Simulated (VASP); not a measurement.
# TiAsS3 (R3m) in VASP: further runs

The runs below take TiAsS3 through single point, with PBE.

Program: VASP 6.6.1. These are calculated values, not measurements. Logs are shortened: lines on timing, memory, paths and dates and some standing lists are left out, and cuts for length are marked.

### 1 The cell of the first run

The structure is trigonal, space group R3m (No. 160). The conventional cell has a = 6.748 Å, b = 6.748 Å, c = 8.953 Å, α = 90.00°, β = 90.00°, γ = 120.00°. Ti (site symmetry 3m) has 6 S at 2.41 to 2.50 Å and 1 As at 2.85 Å within 3.2 Å. Within 3.1 Å of As (site symmetry 3m) lie 3 S at 2.32 Å and 1 Ti at 2.85 Å. Within 3.1 Å of S (site symmetry m) lie 1 As at 2.32 Å and 2 Ti at 2.41 to 2.50 Å.

### 2 Single point, PBE

Contents of INCAR:

```
SYSTEM = TiAsS3
PREC = Accurate
ENCUT = 520
EDIFF = 1E-6
ISMEAR = 0
SIGMA = 0.1
LREAL = .False.
LASPH = .True.
NELM = 60
ALGO = Normal
ISIF = 2
LWAVE = .False.
LCHARG = .True.
GGA = PE
LELF = .True.
LVHAR = .True.
NBANDS = 26
```

Contents of KPOINTS:

```
regular mesh
0
Gamma
  6 6 6
  0 0 0
```

Contents of POSCAR:

```
TiAsS3
1.0
    3.3737886980      1.9478578130      2.9842672244
   -3.3737886980      1.9478578130      2.9842672244
    0.0000000000     -3.8957156260      2.9842672244
Ti As S
1 1 3
Direct
    0.5307010151      0.5307010151      0.5307010151
    0.8485784089      0.8485784089      0.8485784089
    0.0382491769      0.5411835638      0.5411835638
    0.5411835638      0.5411835638      0.0382491769
    0.5411835638      0.0382491769      0.5411835638
```

Potentials or basis: VASP PAW PBE potentials, release 64 (Ti_sv, As, S).

Started as:

```bash
$ cat potpaw_PBE.64/Ti_sv/POTCAR potpaw_PBE.64/As/POTCAR potpaw_PBE.64/S/POTCAR > POTCAR
$ mpirun -np 1 vasp_std > vasp.out
```

OUTCAR:

```text
SYSTEM = TiAsS3
   PREC = Accurate
   ENCUT = 520
   EDIFF = 1E-6
   ISMEAR = 0
   LREAL = .False.
   LASPH = .True.
   NELM = 60
   ISIF = 2
   GGA = PE

 ion  position               nearest neighbor table
   1  0.531  0.531  0.531-   3 2.41   5 2.41   4 2.41   5 2.50   3 2.50   4 2.50   2 2.85
   2  0.849  0.849  0.849-   3 2.32   5 2.32   4 2.32   1 2.85
   3  0.038  0.541  0.541-   2 2.32   1 2.41   1 2.50
   4  0.541  0.541  0.038-   2 2.32   1 2.41   1 2.50
   5  0.541  0.038  0.541-   2 2.32   1 2.41   1 2.50

  LATTYP: Found a trigonal (rhomboedric) cell.
 ALAT       =     4.9073874012
 COS(alpha) =     0.0547099937

  Lattice vectors:

 A1 = (   3.3737886980,   1.9478578130,   2.9842672244)
 A2 = (  -3.3737886980,   1.9478578130,   2.9842672244)
 A3 = (   0.0000000000,  -3.8957156260,   2.9842672244)

Analysis of symmetry for initial positions (statically):
=====================================================================
 Subroutine PRICEL returns:
 Original cell was already a primitive cell.

 Routine SETGRP: Setting up the symmetry group for a
 trigonal (rhombohedral) supercell.

 Subroutine GETGRP returns: Found  6 space group operations
 (whereof  6 operations were pure point group operations)
 out of a pool of 12 trial point group operations.

The static configuration has the point symmetry C_3v.

Analysis of symmetry for dynamics (positions and initial velocities):
=====================================================================
 Subroutine PRICEL returns:
 Original cell was already a primitive cell.

 Routine SETGRP: Setting up the symmetry group for a
 trigonal (rhombohedral) supercell.

 Subroutine GETGRP returns: Found  6 space group operations
 (whereof  6 operations were pure point group operations)
 out of a pool of 12 trial point group operations.

The dynamic configuration has the point symmetry C_3v.

 Subroutine INISYM returns: Found  6 space group operations
 (whereof  6 operations are pure point group operations),
 and found     1 'primitive' translations

----------------------------------------------------------------------------------------

                                     Primitive cell

  volume of cell :     117.6695

  direct lattice vectors                    reciprocal lattice vectors
     3.373788698  1.947857813  2.984267224     0.148201338  0.085564083  0.111696878
    -3.373788698  1.947857813  2.984267224    -0.148201338  0.085564083  0.111696878
     0.000000000 -3.895715626  2.984267224     0.000000000 -0.171128165  0.111696878

  length of vectors
     4.907387401  4.907387401  4.907387401     0.204355185  0.204355185  0.204355185

  position of ions in fractional coordinates (direct lattice)
     0.530701015  0.530701015  0.530701015
     0.848578409  0.848578409  0.848578409
     0.038249177  0.541183564  0.541183564
     0.541183564  0.541183564  0.038249177
     0.541183564  0.038249177  0.541183564

  ion indices of the primitive-cell ions
   primitive index   ion index
                 1           1
                 2           2
                 3           3
                 4           4
                 5           5

----------------------------------------------------------------------------------------

 KPOINTS: regular mesh

Automatic generation of k-mesh.
 Grid dimensions read from file:
 generate k-points for:    6    6    6

 Generating k-lattice:

  Cartesian coordinates                     Fractional coordinates (reciprocal lattice)
     0.024700223  0.014260680  0.018616146     0.166666667  0.000000000  0.000000000
    -0.024700223  0.014260680  0.018616146     0.000000000  0.166666667  0.000000000
     0.000000000 -0.028521361  0.018616146     0.000000000  0.000000000  0.166666667

  Length of vectors
     0.034059197  0.034059197  0.034059197

  Shift w.r.t. Gamma in fractional coordinates (k-lattice)
     0.000000000  0.000000000  0.000000000

 Subroutine IBZKPT returns following result:
 ===========================================

 Found     32 irreducible k-points:

 Following reciprocal coordinates:
            Coordinates               Weight
  0.000000  0.000000  0.000000      1.000000
  0.166667 -0.000000 -0.000000      6.000000
  0.333333 -0.000000 -0.000000      6.000000
  0.500000 -0.000000 -0.000000      3.000000
  0.166667  0.166667  0.000000      6.000000
  0.333333  0.166667  0.000000     12.000000
[... 16 lines left out ...]
  0.500000  0.500000  0.166667      6.000000
 -0.333333  0.500000  0.166667     12.000000
 [... further k-points ...]
   k-points           NKPTS =     32   k-points in BZ     NKDIM =     32   number of bands    NBANDS=     26
   number of dos      NEDOS =    301   number of ions     NIONS =      5
   total plane-waves  NPLWV =  46656
   dimension x,y,z NGX =    36 NGY =   36 NGZ =   36
   dimension x,y,z NGXF=    72 NGYF=   72 NGZF=   72
   ions per type =               1   1   3
   NGX,Y,Z   is equivalent  to a cutoff of  12.20, 12.20, 12.20 a.u.
   NGXF,Y,Z  is equivalent  to a cutoff of  24.39, 24.39, 24.39 a.u.
 SYSTEM =  TiAsS3
   PREC   = accura    normal or accurate (medium, high low for compatibility)
   ISTART =      0    job   : 0-new  1-cont  2-samecut
   ICHARG =      2    charge: 1-file 2-atom 10-const
   ISPIN  =      1    spin polarized calculation?
   LNONCOLLINEAR =      F non collinear calculations
   LSORBIT =      F    spin-orbit coupling
   LASPH  =      T    aspherical Exc in radial PAW
   ENCUT  =  520.0 eV  38.22 Ry    6.18 a.u.   9.12  9.12  9.12*2*pi/ulx,y,z
   NELM   =     60;   NELMIN=  2; NELMDL= -5     # of ELM steps
   EDIFF  = 0.1E-05   stopping-criterion for ELM
   LREAL  =      F    real-space projection
   EDIFFG = 0.1E-04   stopping-criterion for IOM
   NSW    =      0    number of steps for IOM
   IBRION =     -1    ionic relax: 0-MD 1-quasi-New 2-CG
   NFREE  =      0    steps in history (QN), initial steepest desc. (CG)
   ISIF   =      2    stress and relaxation
   ISYM   =      2    0-nonsym 1-usesym 2-fastsym
   POTIM  = 0.5000    time-step for ionic-motion
   TEBEG  =    0.0;   TEEND  =   0.0 temperature during run
   PSTRESS=    0.0 pullay stress
   NELECT =      35.0000    total number of electrons
   NUPDOWN=      -1.0000    fix difference up-down
   EMIN   =  10.00;   EMAX   =-10.00  energy-range for DOS
   EFERMI =   0.00;   METHOD = LEGACY
   ISMEAR =     0;   SIGMA  =   0.10  broadening in eV -4-tet -1-fermi 0-gaus
   EFERMI_NEDOS =   21; number of points for ismear=-14 and -15
   IALGO  =     38    algorithm
   IMIX   =      4    mixing-type and parameters
     AMIX     =   0.40;   BMIX     =  1.00
     AMIX_MAG =   1.60;   BMIX_MAG =  1.00
  volume/ion in A,a.u.               =      23.53       158.81
  Fermi-wavevector in a.u.,A,eV,Ry     =   1.092805  2.065103 16.248398  1.194224
  Thomas-Fermi vector in A             =   2.229078
   LORBIT       =      0    0 simple, 1 ext, 2 COOP (PROOUT), +10 PAW based schemes
   GGA     = PE    functional components
   LHFCALC =     F    Hartree Fock is set to
   AEXX    =    0.0000 exact exchange contribution
   IVDW    =     0    specifies the selected vdW correction
   LEPSILON=     F    determine dielectric tensor
   LRPA    =     F    only Hartree local field effects (RPA)
 non-spin polarized calculation
 Gauss-broadening in eV      SIGMA  =   0.10
  energy-cutoff  :      520.00
  volume of cell :      117.67
 maximum number of plane-waves:      3222
   NGX = 19   NGY = 19   NGZ = 19

 number of electron      35.0000000 magnetization

 Free energy of the ion-electron system (eV)
  ---------------------------------------------------
  ext. energy  EPLUGINS =         0.00000000
  ---------------------------------------------------
  free energy    TOTEN  =       -28.01638352 eV

  energy without entropy =      -28.00730987  energy(sigma->0) =      -28.01184669

 E-fermi :   4.2357     XC(G=0):  -8.9006

 val. band max:        4.2248909365   @ k =  -0.1667   0.3333   0.1667
 cond. band min:       4.2667449183   @ k =   0.1667   0.1667   0.0000
 fundamental gap:      0.0418539817
 Fermi energy:         4.2356732964

 k-point     1 :       0.0000    0.0000    0.0000
  band No.  band energies     occupation
      1     -53.7201      2.00000
      2     -30.0096      2.00000
      3     -30.0096      2.00000
      4     -29.9259      2.00000
      5     -11.2457      2.00000
      6      -8.7147      2.00000
[... 18 lines left out ...]
     25       7.1091      0.00000
     26       8.5996      0.00000

 k-point     2 :       0.1667   -0.0000   -0.0000
  band No.  band energies     occupation
      1     -53.7201      2.00000
      2     -30.0103      2.00000
      3     -30.0096      2.00000
      4     -29.9263      2.00000
      5     -11.1763      2.00000
      6      -8.8079      2.00000
[... 18 lines left out ...]
     25       7.0586      0.00000
     26       9.0669      0.00000

 k-point     3 :       0.3333   -0.0000   -0.0000
  band No.  band energies     occupation
      1     -53.7201      2.00000
      2     -30.0116      2.00000
      3     -30.0095      2.00000
      4     -29.9271      2.00000
      5     -11.0192      2.00000
      6      -9.0142      2.00000
[... 18 lines left out ...]
     25       7.0830      0.00000
     26      10.2624      0.00000

 k-point     4 :       0.5000   -0.0000   -0.0000
  band No.  band energies     occupation
      1     -53.7200      2.00000
      2     -30.0123      2.00000
      3     -30.0095      2.00000
      4     -29.9275      2.00000
      5     -10.9276      2.00000
      6      -9.1309      2.00000
[... 18 lines left out ...]
     25       7.1366      0.00000
     26      10.8923      0.00000
[... 496 lines left out ...]
      1     -53.7200      2.00000
      2     -30.0119      2.00000
      3     -30.0105      2.00000
      4     -29.9279      2.00000
      5     -10.8867      2.00000
      6      -9.0287      2.00000
[... 18 lines left out ...]
     25       7.2222      0.00000
     26      10.3645      0.00000

 k-point    23 :       0.5000    0.5000    0.1667
  band No.  band energies     occupation
      1     -53.7199      2.00000
      2     -30.0135      2.00000
      3     -30.0115      2.00000
      4     -29.9295      2.00000
      5     -10.6441      2.00000
      6      -8.9701      2.00000
[... 18 lines left out ...]
     25       8.5134      0.00000
     26       9.9484      0.00000

 k-point    24 :      -0.3333    0.5000    0.1667
  band No.  band energies     occupation
      1     -53.7200      2.00000
      2     -30.0130      2.00000
      3     -30.0113      2.00000
      4     -29.9291      2.00000
      5     -10.6879      2.00000
      6      -9.0495      2.00000
[... 18 lines left out ...]
     25       7.9904      0.00000
     26      10.2745      0.00000

 [... further k-points ...]

------------------------ aborting loop because EDIFF is reached ----------------------------------------

  FORCE on cell =-STRESS in cart. coord.  units (eV):
  Direction    XX          YY          ZZ          XY          YZ          ZX
  --------------------------------------------------------------------------------------
  -------------------------------------------------------------------------------------
  Total        0.0462625      0.0462625      0.0751974      0.0000000      0.0000000      0.0000000
  in kB        0.6299062      0.6299062      1.0238811      0.0000000      0.0000000      0.0000000
  external PRESSURE =       0.7612312 kB  Pullay stress =       0.0000000 kB

 VOLUME and BASIS-vectors are now :
 -----------------------------------------------------------------------------
  energy-cutoff  :      520.00
  volume of cell :      117.67
      direct lattice vectors                 reciprocal lattice vectors
     3.373788698  1.947857813  2.984267224     0.148201338  0.085564083  0.111696878
    -3.373788698  1.947857813  2.984267224    -0.148201338  0.085564083  0.111696878
     0.000000000 -3.895715626  2.984267224     0.000000000 -0.171128165  0.111696878

 POSITION                                       TOTAL-FORCE (eV/Angst)
 -----------------------------------------------------------------------------------
      0.00000      0.00000      4.75126        -0.000000      0.000000      0.011748
      0.00000      0.00000      7.59715        -0.000000      0.000000      0.015907
     -1.69679     -0.97964      3.34422        -0.002184     -0.001261     -0.009218
      0.00000      1.95929      3.34422        -0.000000      0.002521     -0.009218
      1.69679     -0.97964      3.34422         0.002184     -0.001261     -0.009218
 -----------------------------------------------------------------------------------
    total drift:                                0.000000      0.000001     -0.001041

  FREE ENERGIE OF THE ION-ELECTRON SYSTEM (eV)
  ---------------------------------------------------
  free  energy   TOTEN  =       -28.0163835201 eV

  energy  without entropy=      -28.0073098687  energy(sigma->0) =      -28.01184669
```

It took 36 s on 1 thread of Intel Xeon 6975P-C (Granite Rapids), shared host; peak memory 0.26 GiB.

Results:

* Free energy: -28.0164 eV
* Pressure: 0.1 GPa
* Largest force: 0.016 eV/Å

Forces on the atoms (eV/Å):
```
Ti   0.000  0.000  0.012
As   0.000  0.000  0.016
S   -0.002 -0.001 -0.009
S    0.000  0.003 -0.009
S    0.002 -0.001 -0.009
```

Levels at points of the mesh, in eV from the Fermi level:
| k point | band 14 | band 15 | band 16 | band 17 | band 18 | band 19 | band 20 | band 21 |
| --- | --- | --- | --- | --- | --- | --- | --- | --- |
| (0.00, 0.00, 0.00) | -1.62 | -1.59 | -1.57 | -1.57 | -1.14 | -0.31 | -0.31 | 0.80 |
| (0.50, 0.00, 0.00) | -3.11 | -2.49 | -1.90 | -1.68 | -0.52 | 0.33 | 0.84 | 1.16 |
| (0.50, 0.50, 0.00) | -3.47 | -2.83 | -2.57 | -1.51 | 0.63 | 0.87 | 1.06 | 1.22 |
| (0.50, 0.50, 0.50) | -3.60 | -2.05 | -2.05 | -0.68 | 0.91 | 0.91 | 1.10 | 1.53 |

### 3 Single point, PBE

Contents of INCAR:

```
SYSTEM = TiAsS3
ALGO = Normal
EDIFF = 1E-6
ENCUT = 520
GGA = PE
ISIF = 2
ISMEAR = 0
LASPH = .True.
LCHARG = .False.
LREAL = .False.
LWAVE = .False.
NBANDS = 26
NELM = 100
PREC = Accurate
SIGMA = 0.1
```

Contents of KPOINTS:

```
k-points
0
Gamma
  12 12 12
  0 0 0
```

Contents of POSCAR:

```
TiAsS3
1.0
    3.3720779107      1.9468700895      2.9900419593
   -3.3720779107      1.9468700895      2.9900419593
    0.0000000000     -3.8937401789      2.9900419593
Ti As S
1 1 3
Direct
    0.5307671391      0.5307671391      0.5307671391
    0.8485813265      0.8485813265      0.8485813265
    0.0379409707      0.5413031461      0.5413031461
    0.5413031461      0.5413031461      0.0379409707
    0.5413031461      0.0379409707      0.5413031461
```

Potentials or basis: VASP PAW PBE potentials, release 64 (Ti_sv, As, S).

Started as:

```bash
$ cat potpaw_PBE.64/Ti_sv/POTCAR potpaw_PBE.64/As/POTCAR potpaw_PBE.64/S/POTCAR > POTCAR
$ mpirun -np 1 vasp_std > vasp.out
```

Run time: 4.2 min. Hardware: 1 thread of Intel Xeon 6975P-C (Granite Rapids), shared host; peak memory 0.65 GiB.

It converged, with:

| Property | Result |
| --- | --- |
| Free energy | -28.0169 eV |
| Pressure | 0.0 GPa |
| Largest force | 0.020 eV/Å |

Forces in eV/Å, atoms in the order of the input:
```
Ti   0.000  0.000  0.020
As   0.000  0.000  0.016
S    0.000  0.000 -0.012
S    0.000 -0.001 -0.012
S    0.000  0.000 -0.012
```

Levels at points of the mesh, in eV from the Fermi level:
| k point | band 14 | band 15 | band 16 | band 17 | band 18 | band 19 | band 20 | band 21 |
| --- | --- | --- | --- | --- | --- | --- | --- | --- |
| (0.00, 0.00, 0.00) | -1.63 | -1.58 | -1.57 | -1.57 | -1.13 | -0.31 | -0.31 | 0.80 |
| (0.50, 0.00, 0.00) | -3.11 | -2.50 | -1.91 | -1.67 | -0.51 | 0.33 | 0.84 | 1.16 |
| (0.50, 0.50, 0.00) | -3.47 | -2.83 | -2.58 | -1.51 | 0.63 | 0.87 | 1.06 | 1.22 |
| (0.50, 0.50, 0.50) | -3.60 | -2.06 | -2.06 | -0.68 | 0.91 | 0.91 | 1.09 | 1.55 |
